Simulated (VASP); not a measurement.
# N (P6_3/mmc) in VASP: single point with r2SCAN

Aim: the single point of N with r2SCAN.

Program: VASP 6.6.1. These are calculated values, not measurements. Logs are shortened: lines on timing, memory, paths and dates and some standing lists are left out, and cuts for length are marked.

## 1. The cell of the first run

The structure is hexagonal, space group P6_3/mmc (No. 194). The conventional cell has a = 3.919 Å, b = 3.919 Å, c = 6.361 Å, α = 90.00°, β = 90.00°, γ = 120.00°. Within 5.1 Å of N (site symmetry -6m2) lie 12 N at 3.90 to 3.92 Å.

## 2. Single point, r2SCAN, collinear spin, ferromagnetic start (strain +0.080 along x and y, +0.080 along z)

File POSCAR:

```
N
1.0
    3.9193217816      0.0000000000      0.0000000000
   -1.9596608908      3.3942322285      0.0000000000
    0.0000000000      0.0000000000      6.3612000000
N
2
Direct
    0.3333333333      0.6666666667      0.2500000000
    0.6666666667      0.3333333333      0.7500000000
```

File INCAR.step1:

```
SYSTEM = N
ALGO = Normal
EDIFF = 1E-4
ENCUT = 520
GGA = PE
ISMEAR = 0
ISPIN = 2
LASPH = .True.
LCHARG = .False.
LREAL = .False.
LWAVE = .True.
MAGMOM = 3.2 3.2
NBANDS = 16
NELM = 150
PREC = Accurate
SIGMA = 0.05
```

File INCAR.step2:

```
SYSTEM = N
ALGO = Normal
EDIFF = 1E-7
ENCUT = 520
ISIF = 2
ISMEAR = 0
ISPIN = 2
ISTART = 1
LASPH = .True.
LCHARG = .False.
LMIXTAU = .True.
LORBIT = 11
LREAL = .False.
LWAVE = .False.
MAGMOM = 3.2 3.2
METAGGA = R2SCAN
NBANDS = 16
NELM = 150
PREC = Accurate
SIGMA = 0.05
```

File KPOINTS:

```
k-points
0
Gamma
  6 6 4
  0 0 0
```

Potentials or basis: VASP PAW PBE potentials, release 64 (N).

On the command line:

```bash
$ cat potpaw_PBE.64/N/POTCAR > POTCAR
$ cp INCAR.step1 INCAR
$ mpirun -np 1 vasp_std > vasp.out
$ cp INCAR.step2 INCAR
$ mpirun -np 1 vasp_std > vasp.out
```

OUTCAR:

```text
SYSTEM = N
   EDIFF = 1E-7
   ENCUT = 520
   ISIF = 2
   ISMEAR = 0
   ISPIN = 2
   ISTART = 1
   LASPH = .True.
   LORBIT = 11
   LREAL = .False.
   METAGGA = R2SCAN
   NELM = 150
   PREC = Accurate

 ion  position               nearest neighbor table
   1  0.333  0.667  0.250-
   2  0.667  0.333  0.750-

  LATTYP: Found a hexagonal cell.
 ALAT       =     3.9193217816
 C/A-ratio  =     1.6230359114

  Lattice vectors:

 A1 = (   3.9193217816,   0.0000000000,   0.0000000000)
 A2 = (  -1.9596608908,   3.3942322285,   0.0000000000)
 A3 = (   0.0000000000,   0.0000000000,   6.3612000000)

Analysis of symmetry for initial positions (statically):
=====================================================================
 Subroutine PRICEL returns:
 Original cell was already a primitive cell.

 Routine SETGRP: Setting up the symmetry group for a
 hexagonal supercell.

 Subroutine GETGRP returns: Found 24 space group operations
 (whereof 12 operations were pure point group operations)
 out of a pool of 24 trial point group operations.

The static configuration has the point symmetry D_3d.
 The point group associated with its full space group is D_6h.

Analysis of symmetry for dynamics (positions and initial velocities):
=====================================================================
 Subroutine PRICEL returns:
 Original cell was already a primitive cell.

 Routine SETGRP: Setting up the symmetry group for a
 hexagonal supercell.

 Subroutine GETGRP returns: Found 24 space group operations
 (whereof 12 operations were pure point group operations)
 out of a pool of 24 trial point group operations.

The dynamic configuration has the point symmetry D_3d.
 The point group associated with its full space group is D_6h.

Analysis of structural, dynamic, and magnetic symmetry:
=====================================================================
 Subroutine PRICEL returns:
 Original cell was already a primitive cell.

 Routine SETGRP: Setting up the symmetry group for a
 hexagonal supercell.

 Subroutine GETGRP returns: Found 24 space group operations
 (whereof 12 operations were pure point group operations)
 out of a pool of 24 trial point group operations.

The overall configuration has the point symmetry D_3d.
 The point group associated with its full space group is D_6h.

 Subroutine INISYM returns: Found 24 space group operations
 (whereof 12 operations are pure point group operations),
[... 116 lines left out ...]
   LORBIT       =     11    0 simple, 1 ext, 2 COOP (PROOUT), +10 PAW based schemes
   METAGGA = R2SCAN    functional components
   LHFCALC =     F    Hartree Fock is set to
   AEXX    =    0.0000 exact exchange contribution
   IVDW    =     0    specifies the selected vdW correction
   LEPSILON=     F    determine dielectric tensor
   LRPA    =     F    only Hartree local field effects (RPA)
 spin polarized calculation
 Gauss-broadening in eV      SIGMA  =   0.05
  energy-cutoff  :      520.00
  volume of cell :       84.62
 maximum number of plane-waves:      2316
 NGX is ok and might be reduce to    30
   NGX = 15   NGY = 15   NGZ = 23

 number of electron       9.9999998 magnetization       5.9999996

 Free energy of the ion-electron system (eV)
  ---------------------------------------------------
  ext. energy  EPLUGINS =         0.00000000
  ---------------------------------------------------
  free energy    TOTEN  =        -8.88642485 eV

  energy without entropy =       -8.88642485  energy(sigma->0) =       -8.88642485

 E-fermi :  -6.4370     XC(G=0):  -4.4081

 val. band max:       -6.6941083794   @ k =   0.0000   0.0000   0.0000
 cond. band min:      -2.1823924038   @ k =   0.0000   0.0000   0.0000
 fundamental gap:      4.5117159755
 Fermi energy:        -6.4369771948

 spin component 1

 k-point     1 :       0.0000    0.0000    0.0000
  band No.  band energies     occupation
      1     -19.6073      1.00000
      2     -19.4680      1.00000
      3      -7.4352      1.00000
      4      -6.7807      1.00000
      5      -6.7807      1.00000
      6      -6.7014      1.00000
[... 375 lines left out ...]
      2     -19.4384      1.00000
      3      -7.2607      1.00000
      4      -7.2607      1.00000
      5      -7.1193      1.00000
      6      -7.1193      1.00000
[... 8 lines left out ...]
     15      11.5094      0.00000
     16      11.5094      0.00000
 Fermi energy:        -6.4369771948

 spin component 2

 k-point     1 :       0.0000    0.0000    0.0000
  band No.  band energies     occupation
      1     -13.5686      1.00000
      2     -13.3016      1.00000
      3      -2.1824      0.00000
      4      -0.8126      0.00000
      5      -0.8126      0.00000
      6      -0.6703      0.00000
[... 376 lines left out ...]
      3      -1.8077      0.00000
      4      -1.8077      0.00000
      5      -1.5406      0.00000
      6      -1.5406      0.00000
[... 8 lines left out ...]
     15      14.0224      0.00000
     16      14.0224      0.00000

------------------------ aborting loop because EDIFF is reached ----------------------------------------

  FORCE on cell =-STRESS in cart. coord.  units (eV):
  Direction    XX          YY          ZZ          XY          YZ          ZX
  --------------------------------------------------------------------------------------
  -------------------------------------------------------------------------------------
  Total       -0.0624586     -0.0624586     -0.0593078      0.0000000      0.0000000      0.0000000
  in kB       -1.1825275     -1.1825275     -1.1228728      0.0000000      0.0000000      0.0000000
  external PRESSURE =      -1.1626426 kB  Pullay stress =       0.0000000 kB

 VOLUME and BASIS-vectors are now :
 -----------------------------------------------------------------------------
  energy-cutoff  :      520.00
  volume of cell :       84.62
      direct lattice vectors                 reciprocal lattice vectors
     3.919321782  0.000000000  0.000000000     0.255146185  0.147308719  0.000000000
    -1.959660891  3.394232228  0.000000000     0.000000000  0.294617437  0.000000000
     0.000000000  0.000000000  6.361200000     0.000000000  0.000000000  0.157203043

 POSITION                                       TOTAL-FORCE (eV/Angst)
 -----------------------------------------------------------------------------------
     -0.00000      2.26282      1.59030        -0.000000     -0.000000      0.000000
      1.95966      1.13141      4.77090         0.000000      0.000000      0.000000
 -----------------------------------------------------------------------------------
    total drift:                                0.000000     -0.000000      0.000000

  FREE ENERGIE OF THE ION-ELECTRON SYSTEM (eV)
  ---------------------------------------------------
  free  energy   TOTEN  =        -8.8864248455 eV

  energy  without entropy=       -8.8864248455  energy(sigma->0) =       -8.88642485

 total charge

# of ion       s       p       d       tot
------------------------------------------
    1        1.360   1.938   0.000   3.297
    2        1.360   1.938   0.000   3.297
--------------------------------------------------
tot          2.719   3.876   0.000   6.595

 magnetization (x)

# of ion       s       p       d       tot
------------------------------------------
    1        0.049   1.938   0.000   1.986
    2        0.049   1.938   0.000   1.986
--------------------------------------------------
tot          0.097   3.875   0.000   3.973
```

Wall time 2.9 min (1 thread of Intel Xeon Platinum 8259CL at 2.50GHz (Skylake/Cascade Lake), shared host); peak memory 0.25 GiB.

What came out:

```yaml
Free_energy: -8.8864 eV
Pressure: -0.1 GPa
Band_gap_on_the_k_mesh: 4.51 eV, direct
Net_moment: 6.00 μB per cell
Site_moments: N +1.99 μB
Valence_electrons_inside_the_program's_atomic_spheres: N 3.30
```

Levels at points of the mesh, in eV from the valence-band top:
Spin up:
```tsv
k point	band 4	band 5	band 6	band 7	band 8	band 9	band 10	band 11	band 12	band 13
(0.00, 0.00, 0.00)	-0.09	-0.09	-0.01	-0.01	0.00	8.06	11.71	11.80	17.94	17.94
(0.50, 0.00, 0.00)	-0.52	-0.38	-0.24	-0.16	-0.08	11.30	11.49	12.83	13.81	14.40
(0.00, 0.00, 0.50)	-0.39	-0.05	-0.05	-0.05	-0.05	9.20	9.20	15.12	15.12	18.21
(0.50, 0.00, 0.50)	-0.69	-0.17	-0.17	-0.16	-0.16	11.70	11.70	12.46	12.46	15.79
```
Spin down:
| k point | band 1 | band 2 | band 3 | band 4 | band 5 | band 6 |
| --- | --- | --- | --- | --- | --- | --- |
| (0.00, 0.00, 0.00) | -6.87 | -6.61 | 4.51 | 5.88 | 5.88 | 6.02 |
| (0.50, 0.00, 0.00) | -6.61 | -6.53 | 4.64 | 4.98 | 5.27 | 5.58 |
| (0.00, 0.00, 0.50) | -6.74 | -6.74 | 5.17 | 5.17 | 5.95 | 5.95 |
| (0.50, 0.00, 0.50) | -6.57 | -6.57 | 4.62 | 4.62 | 5.71 | 5.71 |

Caveat: the cell differs from its parent crystal (strain +0.080 along x and y, +0.080 along z); the PAW data sets were made with another functional, which shifts forces and pressure a little.
